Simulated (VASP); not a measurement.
# GaN (Pmn2_1) in VASP: single point with r2SCAN

Aim: the single point of GaN with r2SCAN.

Everything below comes from runs of VASP 6.6.1. Logs are shortened: lines on timing, memory, paths and dates and some standing lists are left out, and cuts for length are marked.

### 1 The cell of the first run

Symmetry: Pmn2_1, No. 31, orthorhombic system. The conventional cell has a = 3.187 Å, b = 9.411 Å, c = 4.507 Å, α = 90.00°, β = 90.00°, γ = 90.00°. Within 2.4 Å of Ga (site symmetry m) lie 4 N at 1.83 to 1.95 Å. Ga (site symmetry m) has 4 N at 1.95 Å within 2.6 Å. Ga (site symmetry m) has 4 N at 1.95 Å within 2.6 Å. N (site symmetry m) has 4 Ga at 1.95 Å within 2.6 Å. N (site symmetry m) has 4 Ga at 1.95 Å within 2.6 Å. N (site symmetry m) has 4 Ga at 1.83 to 1.95 Å within 2.4 Å.

### 2 Single point, r2SCAN (the distance across one plane changed)

Input file POSCAR:

```
GaN
1.0
    4.5070012150      0.0000000000      0.0000000000
    0.0000000000      2.2535006075     -2.2535006075
    0.0000000000      6.6544358053      6.6544358053
Ga N
6 6
Direct
    0.0000000000      0.0000000000      0.9312606173
    0.5000000000      0.5000000000      0.0846446631
    0.0000000000      0.0000000000      0.2539678539
    0.5000000000      0.5000000000      0.4232910448
    0.0000000000      0.0000000000      0.5926142356
    0.5000000000      0.5000000000      0.7619374264
    0.7500000000      0.0000000000      0.4232910448
    0.2500000000      0.5000000000      0.5926142356
    0.7500000000      0.0000000000      0.7619374264
    0.2500000000      0.5000000000      0.9312606173
    0.7500000000      0.0000000000      0.0846446631
    0.2500000000      0.5000000000      0.2539678539
```

Input file INCAR.step1:

```
SYSTEM = GaN
PREC = Accurate
ENCUT = 520
ISMEAR = 0
SIGMA = 0.05
LREAL = .FALSE.
LASPH = .TRUE.
NELM = 60
NBANDS = 66
GGA = PE
ALGO = Normal
EDIFF = 1E-4
LWAVE = .TRUE.
LCHARG = .FALSE.
```

Input file INCAR.step2:

```
SYSTEM = GaN
PREC = Accurate
ENCUT = 520
EDIFF = 1E-6
ISMEAR = 0
SIGMA = 0.05
LREAL = .FALSE.
LASPH = .TRUE.
NELM = 60
ALGO = Normal
ISIF = 2
LWAVE = .FALSE.
LCHARG = .FALSE.
METAGGA = R2SCAN
LMIXTAU = .TRUE.
NBANDS = 66
ISTART = 1
```

Input file KPOINTS:

```
regular mesh
0
G
  6 8 3
  0 0 0
```

Potentials or basis: VASP PAW PBE potentials, release 64 (Ga_d, N).

On the command line:

```bash
cat potpaw_PBE.64/Ga_d/POTCAR potpaw_PBE.64/N/POTCAR > POTCAR
cp INCAR.step1 INCAR
mpirun -np 1 vasp_std > vasp.out
cp INCAR.step2 INCAR
mpirun -np 1 vasp_std > vasp.out
```

OUTCAR:

```text
SYSTEM = GaN
   PREC = Accurate
   ENCUT = 520
   EDIFF = 1E-6
   ISMEAR = 0
   LREAL = .FALSE.
   LASPH = .TRUE.
   NELM = 60
   ISIF = 2
   METAGGA = R2SCAN
   ISTART = 1

 ion  position               nearest neighbor table
   1  0.000  0.000  0.931-  11 1.83  10 1.95  10 1.95   9 1.95
   2  0.500  0.500  0.085-  10 1.83  12 1.95  11 1.95  11 1.95
   3  0.000  0.000  0.254-  11 1.95  12 1.95  12 1.95   7 1.95
   4  0.500  0.500  0.423-   8 1.95   7 1.95   7 1.95  12 1.95
   5  0.000  0.000  0.593-   7 1.95   9 1.95   8 1.95   8 1.95
   6  0.500  0.500  0.762-   8 1.95   9 1.95   9 1.95  10 1.95
   7  0.750  0.000  0.423-   5 1.95   4 1.95   4 1.95   3 1.95
   8  0.250  0.500  0.593-   4 1.95   6 1.95   5 1.95   5 1.95
   9  0.750  0.000  0.762-   5 1.95   6 1.95   6 1.95   1 1.95
  10  0.250  0.500  0.931-   2 1.83   1 1.95   1 1.95   6 1.95
  11  0.750  0.000  0.085-   1 1.83   3 1.95   2 1.95   2 1.95
  12  0.250  0.500  0.254-   2 1.95   3 1.95   3 1.95   4 1.95

  LATTYP: Found a simple orthorhombic cell.
 ALAT       =     3.1869311219
 B/A-ratio  =     1.4142135624
 C/A-ratio  =     2.9529327763

  Lattice vectors:

 A1 = (   0.0000000000,  -2.2535006075,   2.2535006075)
 A2 = (   4.5070012150,   0.0000000000,   0.0000000000)
 A3 = (   0.0000000000,   6.6544358053,   6.6544358053)

Analysis of symmetry for initial positions (statically):
=====================================================================
 Subroutine PRICEL returns:
 Original cell was already a primitive cell.

 Routine SETGRP: Setting up the symmetry group for a
 simple orthorhombic supercell.

 Subroutine GETGRP returns: Found  4 space group operations
 (whereof  2 operations were pure point group operations)
 out of a pool of  8 trial point group operations.

The static configuration has the point symmetry C_1h.
 The point group associated with its full space group is C_2v.

Analysis of symmetry for dynamics (positions and initial velocities):
=====================================================================
 Subroutine PRICEL returns:
 Original cell was already a primitive cell.

 Routine SETGRP: Setting up the symmetry group for a
 simple orthorhombic supercell.

 Subroutine GETGRP returns: Found  4 space group operations
 (whereof  2 operations were pure point group operations)
 out of a pool of  8 trial point group operations.

The dynamic configuration has the point symmetry C_1h.
 The point group associated with its full space group is C_2v.

 Subroutine INISYM returns: Found  4 space group operations
 (whereof  2 operations are pure point group operations),
 and found     1 'primitive' translations

----------------------------------------------------------------------------------------

                                     Primitive cell

  volume of cell :     135.1720

  direct lattice vectors                    reciprocal lattice vectors
     4.507001215  0.000000000  0.000000000     0.221877020  0.000000000  0.000000000
     0.000000000  2.253500607 -2.253500607     0.000000000  0.221877020 -0.221877020
     0.000000000  6.654435805  6.654435805     0.000000000  0.075137850  0.075137850

  length of vectors
     4.507001215  3.186931122  9.410793366     0.221877020  0.313781491  0.106260967

  position of ions in fractional coordinates (direct lattice)
     0.000000000  0.000000000  0.931260617
     0.500000000  0.500000000  0.084644663
     0.000000000  0.000000000  0.253967854
     0.500000000  0.500000000  0.423291045
     0.000000000  0.000000000  0.592614236
     0.500000000  0.500000000  0.761937426
     0.750000000  0.000000000  0.423291045
     0.250000000  0.500000000  0.592614236
     0.750000000  0.000000000  0.761937426
     0.250000000  0.500000000  0.931260617
     0.750000000  0.000000000  0.084644663
     0.250000000  0.500000000  0.253967854

  ion indices of the primitive-cell ions
   primitive index   ion index
                 1           1
                 2           2
                 3           3
                 4           4
                 5           5
                 6           6
                 7           7
                 8           8
                 9           9
                10          10
                11          11
                12          12

----------------------------------------------------------------------------------------

 KPOINTS: regular mesh

Automatic generation of k-mesh.
 Grid dimensions read from file:
 generate k-points for:    6    8    3

 Generating k-lattice:

  Cartesian coordinates                     Fractional coordinates (reciprocal lattice)
     0.036979503  0.000000000  0.000000000     0.166666667  0.000000000  0.000000000
     0.000000000  0.027734628 -0.027734628     0.000000000  0.125000000  0.000000000
     0.000000000  0.025045950  0.025045950     0.000000000  0.000000000  0.333333333

  Length of vectors
     0.036979503  0.039222686  0.035420322

  Shift w.r.t. Gamma in fractional coordinates (k-lattice)
     0.000000000  0.000000000  0.000000000

 Subroutine IBZKPT returns following result:
 ===========================================

 Found     40 irreducible k-points:

 Following reciprocal coordinates:
            Coordinates               Weight
  0.000000  0.000000  0.000000      1.000000
  0.166667  0.000000  0.000000      2.000000
  0.333333  0.000000  0.000000      2.000000
  0.500000  0.000000  0.000000      1.000000
  0.000000  0.125000  0.000000      2.000000
  0.166667  0.125000  0.000000      4.000000
[... 16 lines left out ...]
  0.333333  0.000000  0.333333      4.000000
  0.500000  0.000000  0.333333      2.000000
 [... further k-points ...]
   k-points           NKPTS =     40   k-points in BZ     NKDIM =     40   number of bands    NBANDS=     66
   number of dos      NEDOS =    301   number of ions     NIONS =     12
   total plane-waves  NPLWV =  60480
   dimension x,y,z NGX =    36 NGY =   24 NGZ =   70
   dimension x,y,z NGXF=    72 NGYF=   48 NGZF=  140
   ions per type =               6   6
   NGX,Y,Z   is equivalent  to a cutoff of  13.28, 12.52, 12.37 a.u.
   NGXF,Y,Z  is equivalent  to a cutoff of  26.56, 25.04, 24.73 a.u.
 SYSTEM =  GaN
   PREC   = accura    normal or accurate (medium, high low for compatibility)
   ISTART =      1    job   : 0-new  1-cont  2-samecut
   ICHARG =      0    charge: 1-file 2-atom 10-const
   ISPIN  =      1    spin polarized calculation?
   LNONCOLLINEAR =      F non collinear calculations
   LSORBIT =      F    spin-orbit coupling
   LASPH  =      T    aspherical Exc in radial PAW
   ENCUT  =  520.0 eV  38.22 Ry    6.18 a.u.   8.38  5.93 17.50*2*pi/ulx,y,z
   NELM   =     60;   NELMIN=  2; NELMDL=  0     # of ELM steps
   EDIFF  = 0.1E-05   stopping-criterion for ELM
   LREAL  =      F    real-space projection
   EDIFFG = 0.1E-04   stopping-criterion for IOM
   NSW    =      0    number of steps for IOM
   IBRION =     -1    ionic relax: 0-MD 1-quasi-New 2-CG
   NFREE  =      0    steps in history (QN), initial steepest desc. (CG)
   ISIF   =      2    stress and relaxation
   ISYM   =      2    0-nonsym 1-usesym 2-fastsym
   POTIM  = 0.5000    time-step for ionic-motion
   TEBEG  =    0.0;   TEEND  =   0.0 temperature during run
   PSTRESS=    0.0 pullay stress
   NELECT =     108.0000    total number of electrons
   NUPDOWN=      -1.0000    fix difference up-down
   EMIN   =  10.00;   EMAX   =-10.00  energy-range for DOS
   EFERMI =   0.00;   METHOD = LEGACY
   ISMEAR =     0;   SIGMA  =   0.05  broadening in eV -4-tet -1-fermi 0-gaus
   EFERMI_NEDOS =   21; number of points for ismear=-14 and -15
   IALGO  =     38    algorithm
   IMIX   =      4    mixing-type and parameters
     AMIX     =   0.40;   BMIX     =  1.00
     AMIX_MAG =   1.60;   BMIX_MAG =  1.00
  volume/ion in A,a.u.               =      11.26        76.02
  Fermi-wavevector in a.u.,A,eV,Ry     =   1.519103  2.870688 31.397810  2.307674
  Thomas-Fermi vector in A             =   2.628134
   LORBIT       =      0    0 simple, 1 ext, 2 COOP (PROOUT), +10 PAW based schemes
   METAGGA = R2SCAN    functional components
   LHFCALC =     F    Hartree Fock is set to
   AEXX    =    0.0000 exact exchange contribution
   IVDW    =     0    specifies the selected vdW correction
   LEPSILON=     F    determine dielectric tensor
   LRPA    =     F    only Hartree local field effects (RPA)
 non-spin polarized calculation
 Gauss-broadening in eV      SIGMA  =   0.05
  energy-cutoff  :      520.00
  volume of cell :      135.17
 maximum number of plane-waves:      3670
 NGX is ok and might be reduce to    36
   NGX = 17   NGY = 11   NGZ = 35

 number of electron     107.9999985 magnetization

 Free energy of the ion-electron system (eV)
  ---------------------------------------------------
  ext. energy  EPLUGINS =         0.00000000
  ---------------------------------------------------
  free energy    TOTEN  =      -131.13635258 eV

  energy without entropy =     -131.13635258  energy(sigma->0) =     -131.13635258

 E-fermi :   5.5016     XC(G=0): -12.7262

 val. band max:        5.2465986638   @ k =   0.0000   0.0000   0.0000
 cond. band min:       7.4047104838   @ k =   0.0000   0.0000   0.0000
 fundamental gap:      2.1581118200
 Fermi energy:         5.5016240325

 k-point     1 :       0.0000    0.0000    0.0000
  band No.  band energies     occupation
      1     -11.7684      2.00000
      2     -11.0561      2.00000
      3     -10.9569      2.00000
      4     -10.6018      2.00000
      5     -10.4226      2.00000
      6     -10.3534      2.00000
[... 58 lines left out ...]
     65      14.7270      0.00000
     66      15.8682      0.00000

 k-point     2 :       0.1667    0.0000    0.0000
  band No.  band energies     occupation
      1     -11.6675      2.00000
      2     -11.0055      2.00000
      3     -10.9299      2.00000
      4     -10.6280      2.00000
      5     -10.4460      2.00000
      6     -10.3899      2.00000
[... 1507 lines left out ...]
     65      14.6568      0.00000
     66      14.8698      0.00000

 k-point    24 :       0.5000    0.0000    0.3333
  band No.  band energies     occupation
      1     -11.0831      2.00000
      2     -11.0830      2.00000
      3     -10.7199      2.00000
      4     -10.7199      2.00000
      5     -10.5864      2.00000
      6     -10.5864      2.00000
[... 58 lines left out ...]
     65      14.7259      0.00000
     66      14.7260      0.00000

 [... further k-points ...]
[... 5 lines left out ...]
  --------------------------------------------------------------------------------------
  -------------------------------------------------------------------------------------
  Total        2.6067880      3.2910909      3.2910909      0.0000000      3.2755101      0.0000000
  in kB       30.8979531     39.0089145     39.0089145      0.0000000     38.8242378      0.0000000
  external PRESSURE =      36.3052607 kB  Pullay stress =       0.0000000 kB

 VOLUME and BASIS-vectors are now :
 -----------------------------------------------------------------------------
  energy-cutoff  :      520.00
  volume of cell :      135.17
      direct lattice vectors                 reciprocal lattice vectors
     4.507001215  0.000000000  0.000000000     0.221877020  0.000000000  0.000000000
     0.000000000  2.253500607 -2.253500607     0.000000000  0.221877020 -0.221877020
     0.000000000  6.654435805  6.654435805     0.000000000  0.075137850  0.075137850

 POSITION                                       TOTAL-FORCE (eV/Angst)
 -----------------------------------------------------------------------------------
      0.00000      6.19701      6.19701         0.755111     -1.079456     -1.079456
      2.25350      1.69001     -0.56349         0.755111      1.079456      1.079456
      0.00000      1.69001      1.69001         0.017027      0.202930      0.202930
      2.25350      3.94351      1.69001        -0.032106      0.016404      0.016404
      0.00000      3.94351      3.94351        -0.032106     -0.016404     -0.016404
      2.25350      6.19701      3.94351         0.017027     -0.202930     -0.202930
      3.38025      2.81676      2.81676         0.007041     -0.024626     -0.024626
      1.12675      5.07026      2.81676         0.007041      0.024626      0.024626
      3.38025      5.07026      5.07026         0.040213     -0.117455     -0.117455
      1.12675      7.32376      5.07026        -0.787286     -1.119629     -1.119629
      3.38025      0.56326      0.56326        -0.787286      1.119629      1.119629
      1.12675      2.81676      0.56326         0.040213      0.117455      0.117455
 -----------------------------------------------------------------------------------
    total drift:                               -0.000466      0.000312      0.000312

  FREE ENERGIE OF THE ION-ELECTRON SYSTEM (eV)
  ---------------------------------------------------
  free  energy   TOTEN  =      -131.1363525755 eV

  energy  without entropy=     -131.1363525755  energy(sigma->0) =     -131.13635258
```

Run time: 10 min. Hardware: 1 thread of AMD EPYC 9R45 (Zen 5), shared host; peak memory 0.38 GiB.

What came out:

* Free energy: -131.1364 eV
* Pressure: 3.6 GPa
* Largest force: 1.768 eV/Å
* Band gap on the k mesh: 2.16 eV

Forces in eV/Å, atoms in the order of the input:
```
Ga   0.755 -1.079 -1.079
Ga   0.755  1.079  1.079
Ga   0.017  0.203  0.203
Ga  -0.032  0.016  0.016
Ga  -0.032 -0.016 -0.016
Ga   0.017 -0.203 -0.203
N    0.007 -0.025 -0.025
N    0.007  0.025  0.025
N    0.040 -0.117 -0.117
N   -0.787 -1.120 -1.120
N   -0.787  1.120  1.120
N    0.040  0.117  0.117
```

Caveat: the cell differs from its parent crystal (the distance across one plane changed); the cell stands under pressure; the PAW data sets were made with another functional, which shifts forces and pressure a little.
